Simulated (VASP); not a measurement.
Wanted: the native input for a VASP 6.6.1 run.

```
Task                   : single point
Functional             : PBE
Potentials or basis    : VASP PAW PBE potentials, release 64 (Au)
Cutoff                 : 500 eV
k mesh                 : 24 × 24 × 12
Occupations            : gaussian, width 0.15 eV
Spin                   : no spin polarisation
Dipole correction      : no
Further INCAR settings : ALGO = Normal; EDIFF = 1e-06; NBANDS = 18
```

The structure of Au lies in POSCAR:

```
Au
1.0
    1.4113099650     -2.5559330250      0.0000000000
    1.4113099650      2.5559330250      0.0000000000
    0.0000000000      0.0000000000      4.8931696100
Au
2
Direct
    0.6653279700      0.3346720300      0.2500000000
    0.3346720300      0.6653279700      0.7500000000
```

These files were run (other wordings do the same):

INCAR

```
ALGO = Normal ; EDIFF = 1E-6
ENCUT = 500 ; GGA = PE
GGA_COMPAT = F ; ISIF = 2
ISMEAR = 0 ; LASPH = T
LCHARG = T ; LELF = T
LREAL = F ; LVHAR = T
LWAVE = F ; NBANDS = 18
NELM = 120 ; PREC = Accurate
SIGMA = 0.15
```

KPOINTS

```
k-points
0
Gamma
  24 24 12
```

Potentials or basis: VASP PAW PBE potentials, release 64 (Au).

The run is started by

```bash
$ cat potpaw_PBE.64/Au/POTCAR > POTCAR
$ mpirun -np 1 vasp_std > vasp.out
```

It gave:

The pressure is 2.9 GPa, the largest force is 0.018 eV/Å and the band gap on the k mesh is zero (bands 11 and 12 overlap by 6.55 eV).

Caveat: spin-orbit coupling is left out, which moves the levels of the heavy elements.

It took 5.8 min on 1 thread of Intel(R) Xeon(R) Platinum 8259CL CPU @ 2.50GHz (Skylake/Cascade Lake), with other jobs on the host, peak memory 0.6 GiB.
